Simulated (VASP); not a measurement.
## MgO: single point with PBE

The system is MgO.

```
CELL_PARAMETERS angstrom
0.00000 4.24079 4.24079
4.24079 0.00000 4.24079
4.24079 4.24079 0.00000
ATOMIC_POSITIONS crystal
Mg 0.99958 0.97989 0.02584
Mg 0.02217 0.96411 0.51005
Mg 0.01780 0.48262 0.95555
Mg 0.00999 0.48459 0.47419
Mg 0.50170 0.98918 0.00031
Mg 0.49188 0.02612 0.47563
Mg 0.51479 0.49359 0.98588
Mg 0.49394 0.51823 0.47538
O 0.27536 0.22990 0.23089
O 0.26891 0.23033 0.74229
O 0.26163 0.74198 0.25554
O 0.24912 0.71450 0.76209
O 0.76080 0.24993 0.23774
O 0.77309 0.24064 0.74052
O 0.77560 0.72877 0.23214
O 0.72463 0.75882 0.72147
```

```json
{"Program": "VASP 6.6.1", "Task": "single point", "Functional": "PBE", "Potentials or basis": "VASP PAW PBE potentials, release 64 (Mg, O)", "Cutoff": "520 eV", "k mesh": "2 × 2 × 2", "Occupations": "fermi-dirac, width 0.05 eV", "Spin": "no spin polarisation"}
```

* Pressure: 3.9 GPa
* Largest force: 2.666 eV/Å
* Band gap on the k mesh: 4.23 eV, direct

Forces in eV/Å, atoms in the order of the input:
```
Mg  -0.914 -1.039  0.511
Mg   1.465 -1.337  0.121
Mg   1.470  0.748 -0.659
Mg   0.389 -0.044 -0.644
Mg  -0.849 -0.153  1.145
Mg  -0.516  1.581 -0.372
Mg  -0.647 -0.520 -0.134
Mg  -0.768  2.553 -0.013
O    0.760 -0.104 -0.265
O    0.206 -0.855 -0.094
O   -0.547 -1.095 -0.512
O    0.098 -0.587  1.082
O   -0.146 -0.190 -0.128
O   -0.305  0.015 -0.523
O    0.467 -0.760 -0.259
O   -0.161  1.788  0.745
```

Stress tensor (GPa, compression positive):
```
 3.61 -0.72  0.15
-0.72  4.34 -0.57
 0.15 -0.57  3.60
```

Levels at points of the mesh, in eV from the valence-band top:
```csv
k point,band 29,band 30,band 31,band 32,band 33,band 34,band 35,band 36
"(0.00, 0.00, 0.00)",-0.63,-0.08,-0.01,0.00,4.23,7.35,7.44,7.52
"(0.50, 0.00, 0.00)",-0.77,-0.63,-0.22,-0.12,6.48,6.72,8.80,9.00
"(0.00, 0.50, 0.00)",-0.59,-0.37,-0.35,-0.18,6.50,6.68,8.88,9.02
"(0.00, 0.00, 0.50)",-0.66,-0.54,-0.22,-0.20,6.52,6.65,8.89,8.96
"(0.50, 0.50, 0.50)",-0.62,-0.55,-0.27,-0.24,6.49,6.71,8.81,8.97
"(0.50, 0.50, 0.00)",-0.74,-0.54,-0.48,-0.35,7.45,7.56,8.56,8.67
"(0.00, 0.50, 0.50)",-0.74,-0.70,-0.47,-0.36,7.43,7.55,8.53,8.73
"(0.50, 0.00, 0.50)",-0.74,-0.60,-0.56,-0.38,7.34,7.72,8.65,8.86
```

Wall time 96 s on 1 thread of Intel(R) Xeon(R) Platinum 8559C (Emerald Rapids), with other jobs on the host, peak memory 0.32 GiB.

Caveat: the k points lie up to 0.64 Å⁻¹ apart; forces of over 1 eV/Å act on the atoms, so gaps and moduli don't describe the material at rest. PBE gaps usually lie below the measured ones, often by a third to a half.
